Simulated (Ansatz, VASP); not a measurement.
**CrGe8Mo3 in VASP and in Ansatz**

INCAR

```
PREC = Accurate ; ENCUT = 520
EDIFF = 1E-6 ; ISMEAR = 0
SIGMA = 0.2 ; LREAL = False
LASPH = True ; NELM = 80
ALGO = Normal ; ISIF = 2
LWAVE = False ; LCHARG = False
GGA = PE ; NBANDS = 95
```

The input KPOINTS:

```
Automatic mesh
0
Gamma
  6 6 4
```

POSCAR

```
CrGe8Mo3
1.0
    4.6888768000      0.0000000000      0.0000000000
    0.0000000000      4.6888768000      0.0000000000
    0.0000000000      0.0000000000      8.2342487000
Cr Ge Mo
1 8 3
Direct
    0.0000000000      0.0000000000      0.0000000000
    0.0000000000      0.0000000000      0.6647400000
    0.0000000000      0.5000000000      0.1592320000
    0.5000000000      0.0000000000      0.1592320000
    0.5000000000      0.5000000000      0.6626260000
    0.0000000000      0.0000000000      0.3352600000
    0.0000000000      0.5000000000      0.8407680000
    0.5000000000      0.0000000000      0.8407680000
    0.5000000000      0.5000000000      0.3373740000
    0.0000000000      0.5000000000      0.5000000000
    0.5000000000      0.0000000000      0.5000000000
    0.5000000000      0.5000000000      0.0000000000
```

Input for Ansatz:

```yaml
crystal:
  lattice:
    - [4.6888768, 0.0, 0.0]
    - [0.0, 4.6888768, 0.0]
    - [0.0, 0.0, 8.2342487]
  atoms:
    - { symbol: Cr, position: [0.0, 0.0, 0.0] }
    - { symbol: Ge, position: [0.0, 0.0, 0.66474] }
    - { symbol: Ge, position: [0.0, 0.5, 0.159232] }
    - { symbol: Ge, position: [0.5, 0.0, 0.159232] }
    - { symbol: Ge, position: [0.5, 0.5, 0.662626] }
    - { symbol: Ge, position: [0.0, 0.0, 0.33526] }
    - { symbol: Ge, position: [0.0, 0.5, 0.840768] }
    - { symbol: Ge, position: [0.5, 0.0, 0.840768] }
    - { symbol: Ge, position: [0.5, 0.5, 0.337374] }
    - { symbol: Mo, position: [0.0, 0.5, 0.5] }
    - { symbol: Mo, position: [0.5, 0.0, 0.5] }
    - { symbol: Mo, position: [0.5, 0.5, 0.0] }
basis:
  ecutwfc: 420
kpoints:
  mp_grid: { grid: [6, 6, 4] }
hamiltonian:
  xc: pbe
scf:
  occupations: { method: gaussian, width: 0.2 }
  lower_state_search: "off"
output:
  forces: true
  stress: true
  eigenvalues: true
```

Alike in both runs: task single point; functional PBE; k mesh 6 × 6 × 4; occupations gaussian, width 0.2 eV; no spin polarisation.

|  | VASP | Ansatz |
| --- | --- | --- |
| version | VASP 6.6.1 | Ansatz 0.2.0 |
| potentials or method | VASP PAW PBE potentials, release 64 (Cr_pv, Ge_d, Mo_sv), cutoff 520 eV | scalar-relativistic, plane waves, PAW |
| valence electrons in the cell | 166 | 168 |

|  | VASP | Ansatz | Ansatz less VASP |
| --- | --- | --- | --- |
| gap on the k mesh at the Fermi level (eV) | none | none | - |
| pressure (GPa) | 0.4 | 0.1 | -0.38 |
| traceless stress, the component that is largest in VASP (GPa) | 0.10 | 0.09 | -0.014 |
| rms of the force components (eV/Å) | 0.004 | 0.005 | +0.0007 |

Atom by atom the forces differ by 0.003 eV/Å (rms over components). A gap of «none» marks a metal or a gap that the smearing closes. The functional is the same, so the differences come from potentials, cutoffs and numerics. VASP's potentials hold 166 valence electrons a cell and Ansatz's 168, so a difference there can come from the potentials and not from the codes.
